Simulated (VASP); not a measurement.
# Cl2 in VASP: relaxation of the atoms with PBEsol

Aim: the relaxation of the atoms of Cl2 with PBEsol.

All numbers are computed with VASP 6.6.1; they aren't measurements. Logs are shortened: lines on timing, memory, paths and dates and some standing lists are left out, and cuts for length are marked.

## (1) The cell of the first run

The cell holds a cluster in a box, 2 atoms: a = 9.000 Å, b = 9.200 Å, c = 11.000 Å, α = 90.00°, β = 90.00°, γ = 90.00°.

## (2) Relaxation of the atoms, PBEsol

INCAR reads:

```
SYSTEM = Cl
PREC     = Accurate       ! precision mode
ENCUT    = 520            ! plane-wave cutoff, eV
EDIFF    = 1E-6           ! SCF threshold, eV
ISMEAR   = -1             ! smearing method
SIGMA    = 0.01           ! smearing width, eV
LREAL    = .False.        ! projectors in reciprocal space
LASPH    = .True.         ! aspherical terms in the spheres
NELM     = 60             ! most SCF steps
ALGO     = Normal         ! electronic algorithm
ISIF     = 2              ! what is computed and relaxed
LWAVE    = .False.        ! write WAVECAR
LCHARG   = .False.        ! write CHGCAR
GGA      = PS             ! functional
IBRION   = 2              ! ionic algorithm
NSW      = 100            ! ionic steps
EDIFFG   = -0.003         ! ionic threshold
```

KPOINTS reads:

```
Automatic mesh
0
Gamma
  1 1 1
  0 0 0
```

POSCAR reads:

```
Cl
1.0
    9.0000000000      0.0000000000      0.0000000000
    0.0000000000      9.2000000000      0.0000000000
    0.0000000000      0.0000000000     11.0000000000
Cl
2
Direct
    0.5000000000      0.5000000000      0.4090909100
    0.5000000000      0.5000000000      0.5909090900
```

Potentials or basis: VASP PAW PBE potentials, release 64 (Cl).

Run with:

```bash
> cat potpaw_PBE.64/Cl/POTCAR > POTCAR
> mpirun -np 1 vasp_gam > vasp.out
```

OUTCAR:

```text
SYSTEM = Cl
   PREC = Accurate
   ENCUT = 520
   EDIFF = 1E-6
   ISMEAR = -1
   LREAL = .False.
   LASPH = .True.
   NELM = 60
   ISIF = 2
   GGA = PS
   IBRION = 2
   NSW = 100
   EDIFFG = -0.003

 ion  position               nearest neighbor table
   1  0.500  0.500  0.409-   2 2.00
   2  0.500  0.500  0.591-   1 2.00

  LATTYP: Found a simple orthorhombic cell.
 ALAT       =     9.0000000000
 B/A-ratio  =     1.0222222222
 C/A-ratio  =     1.2222222222

  Lattice vectors:

 A1 = (   9.0000000000,   0.0000000000,   0.0000000000)
 A2 = (   0.0000000000,   9.2000000000,   0.0000000000)
 A3 = (   0.0000000000,   0.0000000000,  11.0000000000)

Analysis of symmetry for initial positions (statically):
=====================================================================
 Subroutine PRICEL returns:
 Original cell was already a primitive cell.

 Routine SETGRP: Setting up the symmetry group for a
 simple orthorhombic supercell.

 Subroutine GETGRP returns: Found  8 space group operations
 (whereof  8 operations were pure point group operations)
 out of a pool of  8 trial point group operations.

The static configuration has the point symmetry D_2h.

Analysis of symmetry for dynamics (positions and initial velocities):
=====================================================================
 Subroutine PRICEL returns:
 Original cell was already a primitive cell.

 Routine SETGRP: Setting up the symmetry group for a
 simple orthorhombic supercell.

 Subroutine GETGRP returns: Found  8 space group operations
 (whereof  8 operations were pure point group operations)
 out of a pool of  8 trial point group operations.

The dynamic configuration has the point symmetry D_2h.

 Subroutine INISYM returns: Found  8 space group operations
 (whereof  8 operations are pure point group operations),
 and found     1 'primitive' translations

----------------------------------------------------------------------------------------

                                     Primitive cell

  volume of cell :     910.8000

  direct lattice vectors                    reciprocal lattice vectors
     9.000000000  0.000000000  0.000000000     0.111111111  0.000000000  0.000000000
     0.000000000  9.200000000  0.000000000     0.000000000  0.108695652  0.000000000
[... 50 lines left out ...]
   NGXF,Y,Z  is equivalent  to a cutoff of  25.86, 25.30, 25.39 a.u.
 SYSTEM =  Cl
   PREC   = accura    normal or accurate (medium, high low for compatibility)
   ISTART =      0    job   : 0-new  1-cont  2-samecut
   ICHARG =      2    charge: 1-file 2-atom 10-const
   ISPIN  =      1    spin polarized calculation?
   LNONCOLLINEAR =      F non collinear calculations
   LSORBIT =      F    spin-orbit coupling
   LASPH  =      T    aspherical Exc in radial PAW
   ENCUT  =  520.0 eV  38.22 Ry    6.18 a.u.  16.73 17.11 20.45*2*pi/ulx,y,z
   NELM   =     60;   NELMIN=  2; NELMDL= -5     # of ELM steps
   EDIFF  = 0.1E-05   stopping-criterion for ELM
   LREAL  =      F    real-space projection
   EDIFFG = -.3E-02   stopping-criterion for IOM
   NSW    =    100    number of steps for IOM
   IBRION =      2    ionic relax: 0-MD 1-quasi-New 2-CG
   NFREE  =      1    steps in history (QN), initial steepest desc. (CG)
   ISIF   =      2    stress and relaxation
   ISYM   =      2    0-nonsym 1-usesym 2-fastsym
   POTIM  = 0.5000    time-step for ionic-motion
   TEBEG  =    0.0;   TEEND  =   0.0 temperature during run
   PSTRESS=    0.0 pullay stress
   NELECT =      14.0000    total number of electrons
   NUPDOWN=      -1.0000    fix difference up-down
   EMIN   =  10.00;   EMAX   =-10.00  energy-range for DOS
   EFERMI =   0.00;   METHOD = LEGACY
   ISMEAR =    -1;   SIGMA  =   0.01  broadening in eV -4-tet -1-fermi 0-gaus
   EFERMI_NEDOS =   21; number of points for ismear=-14 and -15
   IALGO  =     38    algorithm
   IMIX   =      4    mixing-type and parameters
     AMIX     =   0.40;   BMIX     =  1.00
     AMIX_MAG =   1.60;   BMIX_MAG =  1.00
  volume/ion in A,a.u.               =     455.40      3073.19
  Fermi-wavevector in a.u.,A,eV,Ry     =   0.407046  0.769205  2.254298  0.165686
  Thomas-Fermi vector in A             =   1.360428
   LORBIT       =      0    0 simple, 1 ext, 2 COOP (PROOUT), +10 PAW based schemes
   GGA     = PS    functional components
   LHFCALC =     F    Hartree Fock is set to
   AEXX    =    0.0000 exact exchange contribution
   IVDW    =     0    specifies the selected vdW correction
   LEPSILON=     F    determine dielectric tensor
   LRPA    =     F    only Hartree local field effects (RPA)
 conjugate gradient relaxation of ions
 non-spin polarized calculation
  energy-cutoff  :      520.00
  volume of cell :      910.80
 maximum number of plane-waves:     12264
 NGX is ok and might be reduce to    70
   NGX = 33   NGY = 35   NGZ = 41

--------------------------------------- Ionic step        1  -------------------------------------------

 number of electron      14.0000000 magnetization

 Free energy of the ion-electron system (eV)
  ---------------------------------------------------
  ext. energy  EPLUGINS =         0.00000000
  ---------------------------------------------------
  free energy    TOTEN  =        -3.83976867 eV

  energy without entropy =       -3.83976867  energy(sigma->0) =       -3.83976867

------------------------ aborting loop because EDIFF is reached ----------------------------------------

  FORCE on cell =-STRESS in cart. coord.  units (eV):
  Direction    XX          YY          ZZ          XY          YZ          ZX
  --------------------------------------------------------------------------------------
  -------------------------------------------------------------------------------------
  Total       -0.0160557     -0.0170783     -0.7782320      0.0000000      0.0000000      0.0000000
  in kB       -0.0282435     -0.0300422     -1.3689786      0.0000000      0.0000000      0.0000000
  external PRESSURE =      -0.4757548 kB  Pullay stress =       0.0000000 kB
[... 59 lines left out ...]
--------------------------------------- Ionic step        3  -------------------------------------------

 number of electron      13.9999997 magnetization

 Free energy of the ion-electron system (eV)
  ---------------------------------------------------
  ext. energy  EPLUGINS =         0.00000000
  ---------------------------------------------------
  free energy    TOTEN  =        -3.84357427 eV

  energy without entropy =       -3.84357427  energy(sigma->0) =       -3.84357427

 E-fermi :  -6.5138     XC(G=0):  -0.9974

 val. band max:       -6.8238620529   @ k =   0.0000   0.0000   0.0000
 cond. band min:      -3.7082541421   @ k =   0.0000   0.0000   0.0000
 fundamental gap:      3.1156079108
 Fermi energy:        -6.5138173228

 k-point     1 :       0.0000    0.0000    0.0000
  band No.  band energies     occupation
      1     -23.1854      2.00000
      2     -18.7789      2.00000
      3     -11.5824      2.00000
      4      -9.5843      2.00000
      5      -9.5842      2.00000
      6      -6.8239      2.00000
      7      -6.8239      2.00000
      8      -3.7083      0.00000
      9      -0.2387      0.00000
     10       0.9323      0.00000
     11       1.0737      0.00000
[... 27 lines left out ...]
  FREE ENERGIE OF THE ION-ELECTRON SYSTEM (eV)
  ---------------------------------------------------
  free  energy   TOTEN  =        -3.8435742692 eV

  energy  without entropy=       -3.8435742692  energy(sigma->0) =       -3.84357427

 reached required accuracy - stopping structural energy minimisation
```

Run time: 2 min. Hardware: 1 thread of Intel Xeon Platinum 8259CL at 2.50GHz (Skylake/Cascade Lake), shared host; peak memory 0.8 GiB.

What came out:

* Free energy: -3.8436 eV
* Energy gained by relaxing: 1.9 meV/atom
* Ionic steps: 3

The path:
```csv
step,energy change (eV),largest force (eV/Å),pressure (GPa)
1,0.0000,0.3786,-0.05
2,-0.0010,0.3469,0.04
3,-0.0038,0.0002,0.00
```

Final structure:
```
Cl
1.0
     9.00000    0.00000    0.00000
     0.00000    9.20000    0.00000
     0.00000    0.00000   11.00000
Cl
2
Direct
  0.50000 0.50000 0.40999
  0.50000 0.50000 0.59001
```

Levels at points of the mesh, in eV from the Fermi level:
```
           k point  band 3  band 4  band 5  band 6  band 7  band 8  band 9  band 10  band 11
(0.00, 0.00, 0.00)   -5.07   -3.07   -3.07   -0.31   -0.31    2.81    6.28     7.45     7.59
```

Caveat: the PAW data sets were made with another functional, which shifts forces and pressure a little.
